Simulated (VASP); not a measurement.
# Rh (Fm-3m) in VASP: further runs

Rh is run at these levels: PBE; tasks: electric field gradients.

Everything below comes from runs of VASP 6.6.1. Logs are shortened: lines on timing, memory, paths and dates and some standing lists are left out, and cuts for length are marked.

### 1 The cell of the first run

It takes space group Fm-3m (No. 225, cubic). Conventional cell: a = 3.816 Å, b = 3.816 Å, c = 3.816 Å, α = 90.00°, β = 90.00°, γ = 90.00°. Within 3.6 Å of Rh (site symmetry m-3m) lie 12 Rh at 2.70 Å.

### 2 Electric field gradients, PBE (volume scaled by 1.01)

INCAR reads:

```
PREC = Accurate
ENCUT = 520
EDIFF = 1E-8
ISMEAR = -1
SIGMA = 0.08
LREAL = F
LASPH = T
NELM = 60
ALGO = Normal
ISIF = 2
LWAVE = F
LCHARG = F
GGA = PE
LEFG = T
NBANDS = 14
```

KPOINTS reads:

```
Automatic mesh
0
Gamma
  16 16 16
```

POSCAR reads:

```
Rh
1.0
    0.0000000000      1.9078674883      1.9078674883
    1.9078674883      0.0000000000      1.9078674883
    1.9078674883      1.9078674883      0.0000000000
Rh
1
Direct
    0.0000000000      0.0000000000      0.0000000000
```

Potentials or basis: VASP PAW PBE potentials, release 64 (Rh_pv).

The run is started by

```sh
$ cat potpaw_PBE.64/Rh_pv/POTCAR > POTCAR
$ mpirun -np 1 vasp_std > vasp.out
```

OUTCAR:

```text
PREC = Accurate
   ENCUT = 520
   EDIFF = 1E-8
   ISMEAR = -1
   LREAL = F
   LASPH = T
   NELM = 60
   ISIF = 2
   GGA = PE

 ion  position               nearest neighbor table
   1  0.000  0.000  0.000-

  LATTYP: Found a face centered cubic cell.
 ALAT       =     3.8157349766

  Lattice vectors:

 A1 = (   0.0000000000,   1.9078674883,   1.9078674883)
 A2 = (   1.9078674883,   0.0000000000,   1.9078674883)
 A3 = (   1.9078674883,   1.9078674883,   0.0000000000)

Analysis of symmetry for initial positions (statically):
=====================================================================
 Subroutine PRICEL returns:
 Original cell was already a primitive cell.

 Routine SETGRP: Setting up the symmetry group for a
 face centered cubic supercell.

 Subroutine GETGRP returns: Found 48 space group operations
 (whereof 48 operations were pure point group operations)
 out of a pool of 48 trial point group operations.

The static configuration has the point symmetry O_h .

Analysis of symmetry for dynamics (positions and initial velocities):
=====================================================================
 Subroutine PRICEL returns:
 Original cell was already a primitive cell.

 Routine SETGRP: Setting up the symmetry group for a
 face centered cubic supercell.

 Subroutine GETGRP returns: Found 48 space group operations
 (whereof 48 operations were pure point group operations)
 out of a pool of 48 trial point group operations.

The dynamic configuration has the point symmetry O_h .

 Subroutine INISYM returns: Found 48 space group operations
 (whereof 48 operations are pure point group operations),
 and found     1 'primitive' translations

----------------------------------------------------------------------------------------

                                     Primitive cell

  volume of cell :      13.8891

  direct lattice vectors                    reciprocal lattice vectors
     0.000000000  1.907867488  1.907867488    -0.262072708  0.262072708  0.262072708
     1.907867488  0.000000000  1.907867488     0.262072708 -0.262072708  0.262072708
     1.907867488  1.907867488  0.000000000     0.262072708  0.262072708 -0.262072708

  length of vectors
     2.698132077  2.698132077  2.698132077     0.453923246  0.453923246  0.453923246

  position of ions in fractional coordinates (direct lattice)
     0.000000000  0.000000000  0.000000000

  ion indices of the primitive-cell ions
   primitive index   ion index
                 1           1

----------------------------------------------------------------------------------------

 KPOINTS: Automatic mesh

Automatic generation of k-mesh.
 Grid dimensions read from file:
 generate k-points for:   16   16   16

 Generating k-lattice:

  Cartesian coordinates                     Fractional coordinates (reciprocal lattice)
    -0.016379544  0.016379544  0.016379544     0.062500000  0.000000000  0.000000000
     0.016379544 -0.016379544  0.016379544     0.000000000  0.062500000  0.000000000
     0.016379544  0.016379544 -0.016379544     0.000000000  0.000000000  0.062500000

  Length of vectors
     0.028370203  0.028370203  0.028370203

  Shift w.r.t. Gamma in fractional coordinates (k-lattice)
     0.000000000  0.000000000  0.000000000

 Subroutine IBZKPT returns following result:
 ===========================================

 Found    145 irreducible k-points:

 Following reciprocal coordinates:
            Coordinates               Weight
  0.000000  0.000000  0.000000      1.000000
  0.062500  0.000000  0.000000      8.000000
  0.125000  0.000000  0.000000      8.000000
  0.187500  0.000000  0.000000      8.000000
  0.250000  0.000000  0.000000      8.000000
  0.312500  0.000000  0.000000      8.000000
[... 16 lines left out ...]
 -0.125000  0.062500  0.000000     24.000000
 -0.062500  0.062500  0.000000     12.000000
 [... further k-points ...]
   k-points           NKPTS =    145   k-points in BZ     NKDIM =    145   number of bands    NBANDS=     14
   number of dos      NEDOS =    301   number of ions     NIONS =      1
   total plane-waves  NPLWV =   8000
   dimension x,y,z NGX =    20 NGY =   20 NGZ =   20
   dimension x,y,z NGXF=    40 NGYF=   40 NGZF=   40
   ions per type =               1
   NGX,Y,Z   is equivalent  to a cutoff of  12.32, 12.32, 12.32 a.u.
   NGXF,Y,Z  is equivalent  to a cutoff of  24.65, 24.65, 24.65 a.u.
 SYSTEM =  unknown system
   PREC   = accura    normal or accurate (medium, high low for compatibility)
   ISTART =      0    job   : 0-new  1-cont  2-samecut
   ICHARG =      2    charge: 1-file 2-atom 10-const
   ISPIN  =      1    spin polarized calculation?
   LNONCOLLINEAR =      F non collinear calculations
   LSORBIT =      F    spin-orbit coupling
   LASPH  =      T    aspherical Exc in radial PAW
   ENCUT  =  520.0 eV  38.22 Ry    6.18 a.u.   5.02  5.02  5.02*2*pi/ulx,y,z
   NELM   =     60;   NELMIN=  2; NELMDL= -5     # of ELM steps
   EDIFF  = 0.1E-07   stopping-criterion for ELM
   LREAL  =      F    real-space projection
   EDIFFG = 0.1E-06   stopping-criterion for IOM
   NSW    =      0    number of steps for IOM
   IBRION =     -1    ionic relax: 0-MD 1-quasi-New 2-CG
   NFREE  =      0    steps in history (QN), initial steepest desc. (CG)
   ISIF   =      2    stress and relaxation
   ISYM   =      2    0-nonsym 1-usesym 2-fastsym
   POTIM  = 0.5000    time-step for ionic-motion
   TEBEG  =    0.0;   TEEND  =   0.0 temperature during run
   PSTRESS=    0.0 pullay stress
   NELECT =      15.0000    total number of electrons
   NUPDOWN=      -1.0000    fix difference up-down
   EMIN   =  10.00;   EMAX   =-10.00  energy-range for DOS
   EFERMI =   0.00;   METHOD = LEGACY
   ISMEAR =    -1;   SIGMA  =   0.08  broadening in eV -4-tet -1-fermi 0-gaus
   EFERMI_NEDOS =   21; number of points for ismear=-14 and -15
   IALGO  =     38    algorithm
   IMIX   =      4    mixing-type and parameters
     AMIX     =   0.40;   BMIX     =  1.00
     AMIX_MAG =   1.60;   BMIX_MAG =  1.00
  volume/ion in A,a.u.               =      13.89        93.73
  Fermi-wavevector in a.u.,A,eV,Ry     =   1.679630  3.174041 38.384186  2.821158
  Thomas-Fermi vector in A             =   2.763508
   LORBIT       =      0    0 simple, 1 ext, 2 COOP (PROOUT), +10 PAW based schemes
   GGA     = PE    functional components
   LHFCALC =     F    Hartree Fock is set to
   AEXX    =    0.0000 exact exchange contribution
   IVDW    =     0    specifies the selected vdW correction
   LEPSILON=     F    determine dielectric tensor
   LRPA    =     F    only Hartree local field effects (RPA)
 non-spin polarized calculation
  energy-cutoff  :      520.00
  volume of cell :       13.89
 maximum number of plane-waves:       388
   NGX =  9   NGY =  9   NGZ =  9

 number of electron      15.0000005 magnetization

 Free energy of the ion-electron system (eV)
  ---------------------------------------------------
  ext. energy  EPLUGINS =         0.00000000
  ---------------------------------------------------
  free energy    TOTEN  =        -7.27164581 eV

  energy without entropy =       -7.24159434  energy(sigma->0) =       -7.25662008

 E-fermi :  11.7115     XC(G=0): -13.9657

 val. band max:       11.7114135919   @ k =  -0.3750   0.0625   0.0000
 cond. band min:      11.7123610422   @ k =  -0.1875   0.1250   0.0000
 fundamental gap:      0.0009474503
 Fermi energy:        11.7114805099

 k-point     1 :       0.0000    0.0000    0.0000
  band No.  band energies     occupation
      1     -34.6399      2.00000
      2     -34.6399      2.00000
      3     -34.6399      2.00000
      4       3.8343      2.00000
      5       8.6914      2.00000
      6       8.6914      2.00000
      7       8.6914      2.00000
      8      10.7439      1.99999
      9      10.7439      1.99999
     10      27.7211      0.00000
     11      32.2863      0.00000
     12      33.1242      0.00000
     13      33.1242      0.00000
     14      33.1242      0.00000

 k-point     2 :       0.0625    0.0000    0.0000
  band No.  band energies     occupation
      1     -34.6677      2.00000
      2     -34.6437      2.00000
      3     -34.6437      2.00000
      4       3.9902      2.00000
      5       8.6230      2.00000
      6       8.7518      2.00000
      7       8.7518      2.00000
      8      10.7103      1.99999
      9      10.7103      1.99999
     10      27.9443      0.00000
[... 362 lines left out ...]
 k-point    24 :      -0.0625    0.0625    0.0000
  band No.  band energies     occupation
      1     -34.7067      2.00000
      2     -34.6602      2.00000
      3     -34.6451      2.00000
      4       4.2426      2.00000
      5       8.4949      2.00000
      6       8.8351      2.00000
      7       8.8819      2.00000
      8      10.5607      2.00000
      9      10.7690      1.99998
     10      28.2906      0.00000
     11      31.4335      0.00000
     12      32.2875      0.00000
     13      33.1628      0.00000
     14      33.9700      0.00000

 [... further k-points ...]

------------------------ aborting loop because EDIFF is reached ----------------------------------------

  FORCE on cell =-STRESS in cart. coord.  units (eV):
  Direction    XX          YY          ZZ          XY          YZ          ZX
  --------------------------------------------------------------------------------------
  -------------------------------------------------------------------------------------
  Total        0.2846374      0.2846374      0.2846374      0.0000000      0.0000000     -0.0000000
  in kB       32.8343098     32.8343098     32.8343098      0.0000000      0.0000000     -0.0000000
  external PRESSURE =      32.8343098 kB  Pullay stress =       0.0000000 kB

 VOLUME and BASIS-vectors are now :
 -----------------------------------------------------------------------------
  energy-cutoff  :      520.00
  volume of cell :       13.89
      direct lattice vectors                 reciprocal lattice vectors
     0.000000000  1.907867488  1.907867488    -0.262072708  0.262072708  0.262072708
     1.907867488  0.000000000  1.907867488     0.262072708 -0.262072708  0.262072708
     1.907867488  1.907867488  0.000000000     0.262072708  0.262072708 -0.262072708

 POSITION                                       TOTAL-FORCE (eV/Angst)
 -----------------------------------------------------------------------------------
      0.00000      0.00000      0.00000        -0.000000     -0.000000      0.000000
 -----------------------------------------------------------------------------------
    total drift:                                0.000000     -0.000000     -0.000000

  FREE ENERGIE OF THE ION-ELECTRON SYSTEM (eV)
  ---------------------------------------------------
  free  energy   TOTEN  =        -7.2716458100 eV

  energy  without entropy=       -7.2415943410  energy(sigma->0) =       -7.25662008

 Electric field gradients (V/A^2)
---------------------------------------------------------------------
 ion       V_xx      V_yy      V_zz      V_xy      V_xz      V_yz
---------------------------------------------------------------------
   1      -0.000     0.000    -0.000     0.000     0.000     0.000
---------------------------------------------------------------------

 Electric field gradients after diagonalization (V/A^2)
 (convention: |V_zz| > |V_xx| > |V_yy|)
----------------------------------------------------------------------
 ion       V_xx      V_yy      V_zz     asymmetry (V_yy - V_xx)/ V_zz
----------------------------------------------------------------------
   1      -0.000    -0.000     0.001       0.000
----------------------------------------------------------------------

           NMR quadrupolar parameters

 Cq : quadrupolar parameter    Cq=e*Q*V_zz/h
 eta: asymmetry parameters     (V_yy - V_xx)/ V_zz
 Q  : nuclear electric quadrupole moment in mb (millibarn)
----------------------------------------------------------------------
 ion       Cq(MHz)       eta       Q (mb)
----------------------------------------------------------------------
   1       0.000       0.000       1.000
----------------------------------------------------------------------
```

Run time: 10 s. Hardware: 1 thread of Intel Xeon 6975P-C (Granite Rapids), shared host; peak memory 0.14 GiB.

Results:

```yaml
Free_energy: -7.2716 eV
Pressure: 3.3 GPa
```

Caveat: without QUAD_EFG the Cq values of the log hold for a quadrupole moment of 1 mb, not for the nuclei.

[end of part 1 of 2]
